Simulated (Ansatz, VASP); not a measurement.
BP: VASP beside Ansatz

Contents of POSCAR:

```
BP
1.0
    0.0000000000      2.1775830566      2.3052611132
    2.1775830566      0.0000000000      2.3052611132
    2.1775830566      2.1775830566      0.0000000000
B P
1 1
Direct
    0.0000000000      0.0000000000      0.0000000000
    0.2500000000      0.2500000000      0.2500000000
```

The input INCAR.step1:

```
SYSTEM = BP
ALGO     = Normal         ! electronic algorithm
EDIFF    = 1E-4           ! SCF threshold, eV
ENCUT    = 520            ! plane-wave cutoff, eV
GGA      = PE             ! functional
ISMEAR   = 0              ! smearing method
LASPH    = .True.         ! aspherical terms in the spheres
LCHARG   = .False.        ! write CHGCAR
LREAL    = .False.        ! projectors in reciprocal space
LWAVE    = .True.         ! write WAVECAR
NBANDS   = 11             ! bands
NELM     = 60             ! most SCF steps
PREC     = Accurate       ! precision mode
SIGMA    = 0.01           ! smearing width, eV
```

File INCAR.step2:

```
SYSTEM = BP
ALGO     = Normal         ! electronic algorithm
EDIFF    = 1E-6           ! SCF threshold, eV
ENCUT    = 520            ! plane-wave cutoff, eV
ISIF     = 2              ! what is computed and relaxed
ISMEAR   = 0              ! smearing method
ISTART   = 1            
LASPH    = .True.         ! aspherical terms in the spheres
LCHARG   = .False.        ! write CHGCAR
LMIXTAU  = .True.       
LREAL    = .False.        ! projectors in reciprocal space
LWAVE    = .False.        ! write WAVECAR
METAGGA  = R2SCAN         ! meta-GGA
NBANDS   = 11             ! bands
NELM     = 60             ! most SCF steps
PREC     = Accurate       ! precision mode
SIGMA    = 0.01           ! smearing width, eV
```

KPOINTS

```
k-points
0
Gamma
  10 10 10
  0 0 0
```

Input for Ansatz:

```yaml
crystal:
  lattice:
    - [0.0, 2.1775830566, 2.3052611132]
    - [2.1775830566, 0.0, 2.3052611132]
    - [2.1775830566, 2.1775830566, 0.0]
  atoms:
    - { symbol: B, position: [0.0, 0.0, 0.0] }
    - { symbol: P, position: [0.25, 0.25, 0.25] }
kpoints:
  mp_grid: { grid: [10, 10, 10] }
  band_path:
    path:
      - [0.0, 0.0, 0.0]
      - [-0.5, -0.5, 0.0]
      - [-0.375, -0.375, 0.25]
      - [-0.375, 0.0, 0.375]
      - [0.0, 0.0, 0.5]
      - [-0.5, -0.25, 0.25]
      - [0.0, 0.419271, 0.419271]
    npoints: 1
hamiltonian:
  xc: r2scan
scf:
  occupations: { method: fixed }
  n_extra_bands: 4
output:
  forces: true
  stress: true
  eigenvalues: true
```

Change from the starting cell: epitaxial_xy strain -4.0%.

Alike in both runs: task single point; functional r2SCAN; k mesh 10 × 10 × 10; no spin polarisation.

|  | VASP | Ansatz |
| --- | --- | --- |
| version | VASP 6.6.1 | Ansatz 0.2.0 |
| potentials or method | VASP PAW PBE potentials, release 64 (B, P) | plane waves, PAW |
| plane-wave cutoff (eV) | 520 | 500 |
| occupations | gaussian, width 0.01 eV | fixed |
| valence electrons in the cell | 8 | 8 |

```tsv
	VASP	Ansatz	Ansatz less VASP
gap on the k mesh at the Fermi level (eV)	0.89	0.86	-0.028
pressure (GPa)	11.9	12.5	+0.59
traceless stress, the component that is largest in VASP (GPa)	-12.53	-12.47	+0.058
```

VASP's potentials were made for PBE, not for r2SCAN.
